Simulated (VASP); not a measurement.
# CO in VASP: notebook, part 2 of 2

VASP 6.6.1.

### Step 3. Molecular dynamics, PBE+D3(BJ)

File INCAR:

```
SYSTEM = CO
  PREC = Accurate
  ENCUT = 520
  EDIFF = 1E-5
  ISMEAR = -1
  SIGMA = 0.05
  LREAL = Auto
  LASPH = .True.
  NELM = 100
  ALGO = Normal
  ISIF = 2
  LWAVE = .False.
  LCHARG = .True.
  GGA = PE
  IVDW = 12
  NBANDS = 54
  IBRION = 0
  NSW = 40
  POTIM = 1.0
  TEBEG = 500.0
  TEEND = 500.0
  ISYM = 0
  NELMIN = 4
  RANDOM_SEED = 538270 0 0
  MDALGO = 3
  LANGEVIN_GAMMA = 20 20
```

File KPOINTS:

```
regular mesh
0
Gamma
  1 1 1
  0 0 0
```

File POSCAR:

```
CO
1.0
    7.7417530000      0.0000000000      0.0000000000
    0.0000000000      7.7417530000      0.0000000000
    0.0000000000      0.0000000000      7.7417530000
O C
8 8
Direct
   -0.0454495900      0.0102347900      0.9465520300
    0.5016038700      0.3196812800      0.7968697400
    0.3061187600      0.1825696400      0.4311199500
    0.5209859200      0.7651106600     -0.0043385900
    0.3131540700      0.6848640300      0.5985969700
    0.8868593500      0.5604477600      0.8516610800
    0.7175673700      0.3466492400      0.2171434400
    0.8428770600      0.8277633300      0.4986700400
    0.0776629000     -0.0011497800      0.8676699000
    0.4039125300      0.3008467300      0.9046088000
    0.2018111400      0.1096801000      0.3583722500
    0.4770680000      0.8393820600      0.1143133300
    0.2783728100      0.6321874400      0.4661982300
    0.9357633300      0.4497856200      0.7688845700
    0.6773714300      0.4277848300      0.3324658300
    0.7694207600      0.9472736700      0.4559003300
```

Potentials or basis: VASP PAW PBE potentials, release 64 (O, C).

Launch:

```
$ cat potpaw_PBE.64/O/POTCAR potpaw_PBE.64/C/POTCAR > POTCAR
$ mpirun -np 1 vasp_gam > vasp.out
```

It took 15 min on 1 thread of Intel Xeon 6975P-C, shared host; peak memory 0.54 GiB.

It converged, with:

```
Dispersion energy per atom : -0.044 eV
```

Caveat: the k points lie up to 0.81 Å⁻¹ apart.

### Step 4. Single point, PBE+D3(BJ)

File INCAR:

```
ALGO = Normal ; EDIFF = 1E-6
ENCUT = 910 ; GGA = PE
GGA_COMPAT = F ; ISIF = 2
ISMEAR = -1 ; IVDW = 12
LASPH = T ; LCHARG = T
LELF = T ; LREAL = Auto
LVHAR = T ; LWAVE = F
NBANDS = 54 ; NELM = 120
PREC = Accurate ; SIGMA = 0.05
```

File KPOINTS:

```
k-points
0
Gamma
  1 1 1
```

File POSCAR:

```
CO
1.0
    7.7417530000      0.0000000000      0.0000000000
    0.0000000000      7.7417530000      0.0000000000
    0.0000000000      0.0000000000      7.7417530000
O C
8 8
Direct
   -0.0413472246      0.0436464454      0.9137465378
    0.5567731236      0.2788128219      0.8462811976
    0.3549583667      0.2230502575      0.4575062005
    0.5239511000      0.8086282267     -0.0387121625
    0.3456064796      0.7250425065      0.5256561402
    0.9254493136      0.5124162447      0.9270122671
    0.7605254262      0.3445472879      0.2343267733
    0.7950524900      0.8892817944      0.6248843124
    0.0689120410     -0.0486711472      0.8800461601
    0.4253300254      0.2774177890      0.9149865670
    0.2999708206      0.1284980288      0.3630314736
    0.4821646984      0.8637320256      0.0888300105
    0.3164528757      0.6322340690      0.4127876464
    0.9315202900      0.4317497600      0.8031643479
    0.6914842155      0.4732261543      0.2587785996
    0.8059673307      0.8718955513      0.4755253752
```

Potentials or basis: VASP PAW PBE potentials, release 64 (O_h, C_h).

Launch:

```
$ cat potpaw_PBE.64/O_h/POTCAR potpaw_PBE.64/C_h/POTCAR > POTCAR
$ mpirun -np 1 vasp_gam > vasp.out
```

It took 66 s on 1 thread of Intel Xeon 6975P-C (Granite Rapids), shared host; peak memory 0.87 GiB.

Results (log left out):

| Property | Result |
| --- | --- |
| Free energy | -120.1804 eV |
| Pressure | -1.0 GPa |
| Largest force | 3.367 eV/Å |
| Band gap on the k mesh | 5.83 eV |
| Dispersion energy per atom | -0.044 eV |

Forces on the atoms (eV/Å):
```
O    0.778 -0.570 -0.080
O   -1.303 -0.022  0.648
O    0.868  1.351  1.383
O    0.423 -0.587 -1.317
O   -0.358 -1.179 -1.406
O    0.079 -0.565 -0.964
O   -0.582  1.029  0.269
O    0.099 -0.445 -3.336
C   -0.653  0.619  0.296
C    1.245  0.017 -0.673
C   -0.945 -1.329 -1.335
C   -0.347  0.503  1.265
C    0.333  1.213  1.420
C    0.017  0.661  0.841
C    0.567 -1.078 -0.150
C   -0.221  0.382  3.140
```

Stress tensor (GPa, compression positive):
```
-0.83  0.47  0.41
 0.47 -0.69 -0.23
 0.41 -0.23 -1.48
```

Levels at points of the mesh, in eV from the valence-band top:
```
           k point  band 36  band 37  band 38  band 39  band 40  band 41  band 42  band 43  band 44  band 45
(0.00, 0.00, 0.00)    -0.49    -0.42    -0.30    -0.19     0.00     5.83     5.94     6.00     6.08     6.10
```

Caveat: the k points lie up to 0.81 Å⁻¹ apart; the cutoff is under 1.25 times the usual one of these potentials, so pressure, stress and relaxed cells hold a basis-set (Pulay) error.

### Step 5. Single point, PBE+D3(BJ)

File INCAR:

```
SYSTEM = CO
ALGO = Normal ; EDIFF = 1E-6
ENCUT = 910 ; GGA = PE
GGA_COMPAT = .False. ; ISIF = 2
ISMEAR = -1 ; IVDW = 12
LASPH = .True. ; LCHARG = .True.
LELF = .True. ; LREAL = Auto
LVHAR = .True. ; LWAVE = .False.
NBANDS = 54 ; NELM = 120
PREC = Accurate ; SIGMA = 0.05
```

File KPOINTS:

```
k-points
0
Gamma
  1 1 1
  0 0 0
```

File POSCAR:

```
CO
1.0
    7.7417530000      0.0000000000      0.0000000000
    0.0000000000      7.7417530000      0.0000000000
    0.0000000000      0.0000000000      7.7417530000
O C
8 8
Direct
    0.0346691505      0.0223851110      0.9759159198
    0.5754510639      0.2772111174      0.8907543292
    0.3297573560      0.2395839805      0.4861302085
    0.5253332159      0.7769170626     -0.0847611646
    0.3962668403      0.7214515885      0.4661734881
    0.8839858363      0.5295441485      0.9430293113
    0.7468592708      0.3362416755      0.2924143925
    0.7287884282      0.9210704604      0.5013980684
    0.0192204530     -0.0376658878      0.8466557897
    0.4349531689      0.2321567221      0.8667158459
    0.3447410425      0.1501468724      0.3707299884
    0.5274257652      0.8405977303      0.0491878261
    0.2656762622      0.6508861753      0.4518744011
    0.9602993017      0.4375365631      0.8633832673
    0.7136368210      0.4761583068      0.3107952424
    0.8349788478      0.8184838757      0.5016305739
```

Launch:

```
$ cat potpaw_PBE.64/O_h/POTCAR potpaw_PBE.64/C_h/POTCAR > POTCAR
$ mpirun -np 1 vasp_gam > vasp.out
```

Wall time 3 min (1 thread of AMD EPYC 7R43 (Zen 3), shared host); peak memory 0.83 GiB.

Results (log left out):

```yaml
Free_energy: -120.1368 eV
Pressure: 0.0 GPa
Largest_force: 3.177 eV/Å
Band_gap_on_the_k_mesh: 5.79 eV
Dispersion_energy_per_atom: -0.044 eV
```

Forces in eV/Å, atoms in the order of the input:
```
O    0.323  1.312  2.876
O   -2.171 -0.676 -0.390
O    0.019 -0.037 -0.075
O    0.003  0.545  1.185
O   -1.872 -0.949 -0.134
O   -1.505  1.931  1.596
O    0.406 -1.539 -0.157
O    0.580 -0.479 -0.003
C   -0.284 -1.304 -2.789
C    2.138  0.662  0.441
C   -0.056  0.026  0.012
C    0.014 -0.588 -1.208
C    1.792  0.937  0.163
C    1.584 -1.853 -1.670
C   -0.401  1.467  0.170
C   -0.569  0.546 -0.018
```

Stress tensor (GPa, compression positive):
```
-1.36 -0.85 -0.42
-0.85  0.62  0.70
-0.42  0.70  0.69
```

Levels at points of the mesh, in eV from the valence-band top:
```
           k point  band 36  band 37  band 38  band 39  band 40  band 41  band 42  band 43  band 44  band 45
(0.00, 0.00, 0.00)    -0.59    -0.55    -0.50    -0.40     0.00     5.79     5.93     5.99     6.06     6.15
```

Caveat: the k points lie up to 0.81 Å⁻¹ apart; the cutoff is under 1.25 times the usual one of these potentials, so pressure, stress and relaxed cells hold a basis-set (Pulay) error.

### Step 6. Single point, PBE+D3(BJ)

File INCAR:

```
SYSTEM = CO
  PREC = Accurate
  ENCUT = 910
  EDIFF = 1E-6
  ISMEAR = -1
  SIGMA = 0.05
  LREAL = Auto
  LASPH = .True.
  NELM = 120
  ALGO = Normal
  ISIF = 2
  LWAVE = .False.
  LCHARG = .True.
  GGA = PE
  IVDW = 12
  LELF = .True.
  LVHAR = .True.
  NBANDS = 54
  GGA_COMPAT = .False.
```

File KPOINTS:

```
Automatic mesh
0
Gamma
  1 1 1
  0 0 0
```

File POSCAR:

```
CO
1.0
    7.7417530000      0.0000000000      0.0000000000
    0.0000000000      7.7417530000      0.0000000000
    0.0000000000      0.0000000000      7.7417530000
O C
8 8
Direct
    0.0872928909     -0.0085252009      0.9477181718
    0.6227142612      0.2368068317      0.8902376503
    0.2022797679      0.1960408708      0.4425612649
    0.4862593782      0.7390057523     -0.0544967012
    0.4539281995      0.6491423842      0.5174151126
    0.9371133385      0.4978846522      0.9789514080
    0.7800171357      0.3456193965      0.3428164138
    0.7501660154      0.9204762797      0.4687310484
   -0.0413730585      0.0602318364      0.9260176603
    0.4792712968      0.2487550300      0.8596631796
    0.2368068317      0.1194819830      0.3179512444
    0.5740043631      0.7355052531      0.0596118218
    0.3050859411      0.6439239278      0.5180609611
    0.9979135217      0.5202826802      0.8485804184
    0.7346656500      0.4867889740      0.3408788681
    0.8953786048      0.8860654686      0.4696481533
```

Potentials or basis: VASP PAW PBE potentials, release 64 (O_h, C_h).

Launch:

```
$ cat potpaw_PBE.64/O_h/POTCAR potpaw_PBE.64/C_h/POTCAR > POTCAR
$ mpirun -np 1 vasp_gam > vasp.out
```

Run time: 73 s. Hardware: 1 thread of AMD EPYC 9R45 (Zen 5), shared host; peak memory 0.83 GiB.

The run converged. Its results:

```yaml
Free_energy: -120.0483 eV
Pressure: -0.8 GPa
Largest_force: 2.921 eV/Å
Band_gap_on_the_k_mesh: 5.87 eV
Dispersion_energy_per_atom: -0.043 eV
```

Forces in eV/Å, atoms in the order of the input:
```
O   -0.639  0.301 -0.137
O   -0.634  0.139 -0.102
O    0.676 -1.443 -2.388
O   -1.629  0.031 -2.082
O   -1.970 -0.021  0.155
O   -0.391 -0.132  0.901
O   -0.408  1.125 -0.016
O    2.096 -0.434  0.035
C    0.811 -0.476  0.096
C    0.417 -0.031  0.082
C   -0.604  1.487  2.441
C    1.568  0.080  1.979
C    1.829  0.058 -0.062
C    0.422  0.161 -0.923
C    0.608 -1.329  0.050
C   -2.152  0.486 -0.029
```

Stress tensor (GPa, compression positive):
```
-1.52  0.44  0.47
 0.44 -0.99 -0.56
 0.47 -0.56 -0.02
```

Levels at points of the mesh, in eV from the valence-band top:
```
           k point  band 36  band 37  band 38  band 39  band 40  band 41  band 42  band 43  band 44  band 45
(0.00, 0.00, 0.00)    -0.57    -0.37    -0.34    -0.15     0.00     5.87     5.90     6.03     6.08     6.22
```

Caveat: the k points lie up to 0.81 Å⁻¹ apart; the cutoff is under 1.25 times the usual one of these potentials, so pressure, stress and relaxed cells hold a basis-set (Pulay) error.

### Step 7. The runs side by side

| task | potentials or basis | cutoff (eV) | second run | gap on the mesh (eV) | pressure (GPa) | largest force (eV/Å) |
| --- | --- | --- | --- | --- | --- | --- |
| single point | VASP PAW PBE potentials, release 64 (O, C) | 520 | - | 5.86 | 0.2 | 3.66 |
| molecular dynamics | VASP PAW PBE potentials, release 64 (O, C) | 520 | - | - | - | - |
| single point | VASP PAW PBE potentials, release 64 (O_h, C_h) | 910 | hard_potentials | 5.87 | -0.8 | 2.92 |

Some of these runs hold the atoms at other places in the same cell, which the table doesn't show; runs alike in all that it shows share one row.

Alike in all rows: level PBE+D3(BJ); no spin polarisation; cell as given; k mesh 1 × 1 × 1; smearing fermi-dirac 0.05 eV.

Caveats: all runs use coarse meshes; the cutoff is under 1.25 times the usual one of these potentials, so pressure, stress and relaxed cells hold a basis-set (Pulay) error (some runs).

Total energies depend on the potentials used, so only differences within one code and one set of settings carry meaning.
